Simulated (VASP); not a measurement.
# CdS (P6_3mc) in VASP: G0W0 quasiparticle levels with PBE

Aim: the G0W0 quasiparticle levels of CdS with PBE.

Program: VASP 6.6.1. These are calculated values, not measurements. Logs are shortened: lines on timing, memory, paths and dates and some standing lists are left out, and cuts for length are marked.

**1. The cell of the first run**

It takes space group P6_3mc (No. 186, hexagonal). Conventional cell: a = 4.124 Å, b = 4.124 Å, c = 6.709 Å, α = 90.00°, β = 90.00°, γ = 120.00°. Cd (site symmetry 3m) has 4 S at 2.52 to 2.53 Å within 3.3 Å. Within 3.3 Å of S (site symmetry 3m) lie 4 Cd at 2.52 to 2.53 Å.

**2. G0W0 quasiparticle levels, PBE**

POSCAR

```
CdS
1.0
    4.1239034595      0.0000000000      0.0000000000
   -2.0619517298      3.5714051587      0.0000000000
    0.0000000000      0.0000000000      6.7094546134
Cd S
2 2
Direct
    0.3333333333      0.6666666667     -0.0007826610
    0.6666666667      0.3333333333      0.4992173390
    0.3333333333      0.6666666667      0.3757826610
    0.6666666667      0.3333333333      0.8757826610
```

INCAR.step1

```
SYSTEM = CdS
ALGO = Normal
EDIFF = 1E-8
ENCUT = 500
GGA = PE
ISMEAR = 0
LASPH = .TRUE.
LCHARG = .FALSE.
LREAL = .FALSE.
LWAVE = .TRUE.
NELM = 60
PREC = Accurate
SIGMA = 0.01
```

INCAR.step2

```
SYSTEM = CdS
ALGO = Exact
EDIFF = 1E-8
ENCUT = 500
GGA = PE
ISMEAR = 0
ISTART = 1
LASPH = .TRUE.
LCHARG = .FALSE.
LOPTICS = .TRUE.
LREAL = .FALSE.
LWAVE = .TRUE.
NBANDS = 178
NELM = 1
PREC = Accurate
SIGMA = 0.01
```

INCAR.step3

```
SYSTEM = CdS
ALGO = EVGW0
EDIFF = 1E-8
ENCUT = 500
ENCUTGW = 80.0
GGA = PE
ISMEAR = 0
ISTART = 1
LASPH = .TRUE.
LCHARG = .FALSE.
LREAL = .FALSE.
LWAVE = .FALSE.
NBANDS = 178
NBANDSGW = 26
NELMGW = 1
NOMEGA = 48
PREC = Accurate
PRECFOCK = Fast
SIGMA = 0.01
```

KPOINTS

```
k-points
0
G
  3 3 2
  0 0 0
```

Potentials or basis: VASP PAW PBE potentials, release 64 (Cd_GW, S_GW).

Started as:

```sh
$ cat potpaw_PBE.64/Cd_GW/POTCAR potpaw_PBE.64/S_GW/POTCAR > POTCAR
$ cp INCAR.step1 INCAR
$ mpirun -np 1 vasp_std > vasp.out
$ cp INCAR.step2 INCAR
$ mpirun -np 1 vasp_std > vasp.out
$ cp INCAR.step3 INCAR
$ mpirun -np 1 vasp_std > vasp.out
```

OUTCAR:

```text
SYSTEM = CdS
   EDIFF = 1E-8
   ENCUT = 500
   ENCUTGW = 80.0
   GGA = PE
   ISMEAR = 0
   ISTART = 1
   LASPH = .TRUE.
   LREAL = .FALSE.
   NELMGW = 1
   PREC = Accurate
   PRECFOCK = Fast

 ion  position               nearest neighbor table
   1  0.333  0.667  0.999-   4 2.52   4 2.52   4 2.52   3 2.53
   2  0.667  0.333  0.499-   3 2.52   3 2.52   3 2.52   4 2.53
   3  0.333  0.667  0.376-   2 2.52   2 2.52   2 2.52   1 2.53
   4  0.667  0.333  0.876-   1 2.52   1 2.52   1 2.52   2 2.53

  LATTYP: Found a hexagonal cell.
 ALAT       =     4.1239034595
 C/A-ratio  =     1.6269669451

  Lattice vectors:

 A1 = (   4.1239034595,   0.0000000000,   0.0000000000)
 A2 = (  -2.0619517298,   3.5714051587,   0.0000000000)
 A3 = (   0.0000000000,   0.0000000000,   6.7094546134)

Analysis of symmetry for initial positions (statically):
=====================================================================
 Subroutine PRICEL returns:
 Original cell was already a primitive cell.

 Routine SETGRP: Setting up the symmetry group for a
 hexagonal supercell.

 Subroutine GETGRP returns: Found 12 space group operations
 (whereof  6 operations were pure point group operations)
 out of a pool of 24 trial point group operations.

The static configuration has the point symmetry C_3v.
 The point group associated with its full space group is C_6v.

Analysis of symmetry for dynamics (positions and initial velocities):
=====================================================================
 Subroutine PRICEL returns:
 Original cell was already a primitive cell.

 Routine SETGRP: Setting up the symmetry group for a
 hexagonal supercell.

 Subroutine GETGRP returns: Found 12 space group operations
 (whereof  6 operations were pure point group operations)
 out of a pool of 24 trial point group operations.

The dynamic configuration has the point symmetry C_3v.
 The point group associated with its full space group is C_6v.

 Subroutine INISYM returns: Found 12 space group operations
 (whereof  6 operations are pure point group operations),
 and found     1 'primitive' translations

----------------------------------------------------------------------------------------

                                     Primitive cell

  volume of cell :      98.8177

  direct lattice vectors                    reciprocal lattice vectors
     4.123903460  0.000000000  0.000000000     0.242488703  0.140000918  0.000000000
    -2.061951730  3.571405159  0.000000000     0.000000000  0.280001836  0.000000000
     0.000000000  0.000000000  6.709454613     0.000000000  0.000000000  0.149043411

  length of vectors
     4.123903460  4.123903460  6.709454613     0.280001836  0.280001836  0.149043411

  position of ions in fractional coordinates (direct lattice)
     0.333333333  0.666666667  0.999217339
     0.666666667  0.333333333  0.499217339
     0.333333333  0.666666667  0.375782661
     0.666666667  0.333333333  0.875782661

  ion indices of the primitive-cell ions
   primitive index   ion index
                 1           1
                 2           2
                 3           3
                 4           4

----------------------------------------------------------------------------------------

 KPOINTS: k-points

Automatic generation of k-mesh.
 Grid dimensions read from file:
 generate k-points for:    3    3    2

 Generating k-lattice:

  Cartesian coordinates                     Fractional coordinates (reciprocal lattice)
     0.080829568  0.046666973  0.000000000     0.333333333  0.000000000  0.000000000
     0.000000000  0.093333945  0.000000000     0.000000000  0.333333333  0.000000000
     0.000000000  0.000000000  0.074521705     0.000000000  0.000000000  0.500000000

  Length of vectors
     0.093333945  0.093333945  0.074521705

  Shift w.r.t. Gamma in fractional coordinates (k-lattice)
     0.000000000  0.000000000  0.000000000

 Subroutine IBZKPT returns following result:
 ===========================================

 Found      6 irreducible k-points:

 Following reciprocal coordinates:
            Coordinates               Weight
  0.000000  0.000000  0.000000      1.000000
  0.333333  0.000000  0.000000      6.000000
  0.333333  0.333333  0.000000      2.000000
  0.000000  0.000000  0.500000      1.000000
  0.333333  0.000000  0.500000      6.000000
  0.333333  0.333333  0.500000      2.000000
   k-points           NKPTS =      6   k-points in BZ     NKDIM =     18   number of bands    NBANDS=    178
   number of dos      NEDOS =    301   number of ions     NIONS =      4
   total plane-waves  NPLWV =  45000
   dimension x,y,z NGX =    30 NGY =   30 NGZ =   50
   dimension x,y,z NGXF=    60 NGYF=   60 NGZF=  100
   ions per type =               2   2
   NGX,Y,Z   is equivalent  to a cutoff of  12.09, 12.09, 12.39 a.u.
   NGXF,Y,Z  is equivalent  to a cutoff of  24.19, 24.19, 24.78 a.u.
 SYSTEM =  CdS
   PREC   = accura    normal or accurate (medium, high low for compatibility)
   ISTART =      1    job   : 0-new  1-cont  2-samecut
   ICHARG =      0    charge: 1-file 2-atom 10-const
   ISPIN  =      1    spin polarized calculation?
   LNONCOLLINEAR =      F non collinear calculations
   LSORBIT =      F    spin-orbit coupling
   LASPH  =      T    aspherical Exc in radial PAW
   ENCUT  =  500.0 eV  36.75 Ry    6.06 a.u.   7.52  7.52 12.23*2*pi/ulx,y,z
   NELM   =     60;   NELMIN=  2; NELMDL=  0     # of ELM steps
   EDIFF  = 0.1E-07   stopping-criterion for ELM
   LREAL  =      F    real-space projection
   EDIFFG = 0.1E-06   stopping-criterion for IOM
   NSW    =      0    number of steps for IOM
   IBRION =     -1    ionic relax: 0-MD 1-quasi-New 2-CG
   NFREE  =      0    steps in history (QN), initial steepest desc. (CG)
   ISIF   =      0    stress and relaxation
   ISYM   =      3    0-nonsym 1-usesym 2-fastsym
   POTIM  = 0.5000    time-step for ionic-motion
   TEBEG  =    0.0;   TEEND  =   0.0 temperature during run
   PSTRESS=    0.0 pullay stress
   NELECT =      36.0000    total number of electrons
   NUPDOWN=      -1.0000    fix difference up-down
   EMIN   =  10.00;   EMAX   =-10.00  energy-range for DOS
   EFERMI =   0.00;   METHOD = LEGACY
   ISMEAR =     0;   SIGMA  =   0.01  broadening in eV -4-tet -1-fermi 0-gaus
   EFERMI_NEDOS =   21; number of points for ismear=-14 and -15
   IALGO  =     38    algorithm
   IMIX   =      4    mixing-type and parameters
     AMIX     =   0.40;   BMIX     =  1.00
     AMIX_MAG =   1.60;   BMIX_MAG =  1.00
  volume/ion in A,a.u.               =      24.70       166.71
  Fermi-wavevector in a.u.,A,eV,Ry     =   1.169223  2.209511 18.600289  1.367083
  Thomas-Fermi vector in A             =   2.305699
   LORBIT       =      0    0 simple, 1 ext, 2 COOP (PROOUT), +10 PAW based schemes
   GGA     = PE    functional components
   LHFCALC =     T    Hartree Fock is set to
   PRECFOCK=fast      Normal, Fast or Accurate (Low or Medium for compatibility)
   ENCUT4O =  -1.0   cutoff for four orbital integrals eV
   NKREDX  =     1    reduce k-point grid by
   NKREDY  =     1    reduce k-point grid by
   NKREDZ  =     1    reduce k-point grid by
   AEXX    =    1.0000 exact exchange contribution
   HFSCREEN=    0.0000 screening length (either q_TF or 0.3 A-1)
   HFSCREENC=   0.0000 screening length for correlation (either q_TF or 0.3 A-1)
   ENCUTFOCK=  -1.0 apply spherical cutoff to Coloumb kernel
   IVDW    =     0    specifies the selected vdW correction
   LEPSILON=     F    determine dielectric tensor
   LRPA    =     F    only Hartree local field effects (RPA)
   LRPAFORCE           =     F    calculate RPA forces
   ENCUTGW             =  80.0    cutoff for response function in eV
   ENCUTGWSOFT         =  64.0    soft cutoff for Coulomb kernel in GW response function in eV
   ENCUTLF             =  -1.0    cutoff for local field effects
   NELMGW              =     1    number of iterations in solving QP/BSE equation
   NELMHF              =     1    number of iterations in the inner HF iteration
   NKREDLFX            =     1    NKREDLFY  =   1   NKREDLFZ  =   1
 non-spin polarized calculation
 Gauss-broadening in eV      SIGMA  =   0.01
  energy-cutoff  :      500.00
  volume of cell :       98.82
 maximum number of plane-waves:      2539
 NGX is ok and might be reduce to    30
  NGX = 18; NGY = 18; NGZ = 30
   NGX = 15   NGY = 15   NGZ = 25
 maximum number of plane-waves:       163
 NGX is ok and might be reduce to    14

 QP shifts <psi_nk| G(iteration)W_0 |psi_nk>: iteration 1
 for sc-GW calculations column KS-energies equals QP-energies in previous step
 and V_xc(KS)=  KS-energies - (<T + V_ion + V_H > + <T+V_H+V_ion>^1  + <V_x>^1)

 k-point   1 :       0.0000    0.0000    0.0000
  band No.  KS-energies  QP-energies   sigma(KS)   V_xc(KS)     V^pw_x(r,r')   Z            occupation Imag(sigma)

      1      -9.6608      -9.8432     -13.2885     -12.9959     -20.9196       0.6235       2.0000       1.1132
      2      -9.2212      -9.4461     -13.9486     -13.5897     -21.4230       0.6266       2.0000       1.0223
      3      -5.0270      -6.7648     -17.6886     -15.1831     -22.9324       0.6936       2.0000       0.4211
      4      -5.0178      -6.7529     -17.6953     -15.1915     -22.9536       0.6930       2.0000       0.4260
      5      -5.0178      -6.7529     -17.6953     -15.1915     -22.9536       0.6930       2.0000       0.4260
      6      -4.9324      -6.6937     -17.7783     -15.2525     -23.0084       0.6973       2.0000       0.4239
[... 18 lines left out ...]
     25      10.2730      10.7607      -9.4219     -10.0812      -4.8570       0.7397       0.0000      -0.1256
     26      10.4417      10.7201      -9.5321      -9.9200      -4.7706       0.7178       0.0000      -0.1757

 k-point   2 :       0.3333    0.0000    0.0000
  band No.  KS-energies  QP-energies   sigma(KS)   V_xc(KS)     V^pw_x(r,r')   Z            occupation Imag(sigma)

      1      -9.3549      -9.5697     -13.7286     -13.3882     -21.2468       0.6309       2.0000       1.0600
      2      -9.1101      -9.3609     -14.1449     -13.7494     -21.5738       0.6338       2.0000       1.0051
      3      -4.9407      -6.6906     -17.7243     -15.2111     -22.9458       0.6963       2.0000       0.4213
      4      -4.9218      -6.6822     -17.7863     -15.2607     -23.0182       0.6970       2.0000       0.4223
      5      -4.7977      -6.5670     -17.7239     -15.1957     -22.8969       0.6998       2.0000       0.4169
      6      -4.7665      -6.5612     -17.9989     -15.4393     -23.2157       0.7011       2.0000       0.4222
[... 18 lines left out ...]
     25      11.0231      11.2609      -8.8065      -9.1263      -4.3502       0.7440       0.0000      -0.1465
     26      11.5570      12.0588      -9.7927     -10.4833      -4.8331       0.7266       0.0000      -0.1934

 k-point   3 :       0.3333    0.3333    0.0000
  band No.  KS-energies  QP-energies   sigma(KS)   V_xc(KS)     V^pw_x(r,r')   Z            occupation Imag(sigma)

      1      -9.1303      -9.3836     -14.1181     -13.7185     -21.5484       0.6337       2.0000       1.0156
      2      -9.1303      -9.3836     -14.1181     -13.7185     -21.5484       0.6337       2.0000       1.0156
      3      -4.9545      -6.7184     -17.6470     -15.1191     -22.8466       0.6978       2.0000       0.4214
      4      -4.7753      -6.5605     -17.9627     -15.4145     -23.1754       0.7006       2.0000       0.4184
      5      -4.7753      -6.5605     -17.9627     -15.4145     -23.1754       0.7006       2.0000       0.4184
      6      -4.7068      -6.5374     -18.0999     -15.4975     -23.2954       0.7034       2.0000       0.4188
[... 18 lines left out ...]
     25      11.4321      11.8232      -9.1182      -9.6489      -4.0912       0.7371       0.0000      -0.2147
     26      11.4321      11.8232      -9.1182      -9.6489      -4.0912       0.7371       0.0000      -0.2147

 k-point   4 :       0.0000    0.0000    0.5000
  band No.  KS-energies  QP-energies   sigma(KS)   V_xc(KS)     V^pw_x(r,r')   Z            occupation Imag(sigma)

      1      -9.4370      -9.6392     -13.5913     -13.2705     -21.1382       0.6305       2.0000       1.0760
      2      -9.4370      -9.6392     -13.5913     -13.2705     -21.1382       0.6305       2.0000       1.0760
      3      -4.9819      -6.7310     -17.7229     -15.2079     -22.9656       0.6955       2.0000       0.4251
      4      -4.9819      -6.7310     -17.7229     -15.2079     -22.9656       0.6955       2.0000       0.4251
      5      -4.9819      -6.7310     -17.7229     -15.2079     -22.9656       0.6955       2.0000       0.4251
      6      -4.9819      -6.7310     -17.7229     -15.2079     -22.9656       0.6955       2.0000       0.4251
[... 18 lines left out ...]
     25       9.5176       9.9399      -9.2060      -9.7720      -4.8417       0.7461       0.0000      -0.1056
     26       9.5176       9.9399      -9.2060      -9.7720      -4.8417       0.7461       0.0000      -0.1056

 k-point   5 :       0.3333    0.0000    0.5000
  band No.  KS-energies  QP-energies   sigma(KS)   V_xc(KS)     V^pw_x(r,r')   Z            occupation Imag(sigma)

      1      -9.2229      -9.4499     -13.9327     -13.5716     -21.4057       0.6287       2.0000       1.0287
      2      -9.2229      -9.4499     -13.9327     -13.5716     -21.4057       0.6287       2.0000       1.0287
      3      -4.8956      -6.6591     -17.6898     -15.1635     -22.8874       0.6981       2.0000       0.4212
      4      -4.8956      -6.6591     -17.6898     -15.1635     -22.8874       0.6981       2.0000       0.4212
      5      -4.8430      -6.6174     -17.8868     -15.3464     -23.1123       0.6985       2.0000       0.4227
      6      -4.8430      -6.6174     -17.8868     -15.3464     -23.1123       0.6985       2.0000       0.4227
[... 18 lines left out ...]
     25      10.8503      11.3205      -9.5025     -10.1435      -4.8324       0.7336       0.0000      -0.1457
     26      10.8503      11.3205      -9.5025     -10.1435      -4.8324       0.7336       0.0000      -0.1457

 k-point   6 :       0.3333    0.3333    0.5000
  band No.  KS-energies  QP-energies   sigma(KS)   V_xc(KS)     V^pw_x(r,r')   Z            occupation Imag(sigma)

      1      -9.1189      -9.3654     -14.1214     -13.7325     -21.5579       0.6340       2.0000       1.0128
      2      -9.1189      -9.3654     -14.1214     -13.7325     -21.5579       0.6340       2.0000       1.0128
      3      -4.8337      -6.6117     -17.8206     -15.2772     -23.0229       0.6991       2.0000       0.4191
      4      -4.8337      -6.6117     -17.8206     -15.2772     -23.0229       0.6991       2.0000       0.4191
      5      -4.8156      -6.6074     -17.8702     -15.3138     -23.0704       0.7009       2.0000       0.4210
      6      -4.8156      -6.6074     -17.8702     -15.3138     -23.0704       0.7009       2.0000       0.4210
[... 18 lines left out ...]
     25      12.0050      12.2640      -8.7333      -9.0822      -4.1665       0.7425       0.0000      -0.1669
     26      12.0050      12.2640      -8.7333      -9.0822      -4.1665       0.7425       0.0000      -0.1669
```

Wall time 4.8 min (1 thread of AMD EPYC 9R45 (Zen 5), shared host); peak memory 1.2 GiB.

What came out:

- Quasiparticle gap: 1.90 eV
- Least direct quasiparticle gap: 1.90 eV
- Band gap of the starting levels on the mesh: 1.21 eV
- Least direct gap of the starting levels on the mesh: 1.21 eV

Caveat: the k points lie up to 0.59 Å⁻¹ apart; bands, screening cutoff and mesh are small and nothing is extrapolated, so the quasiparticle values aren't converged.
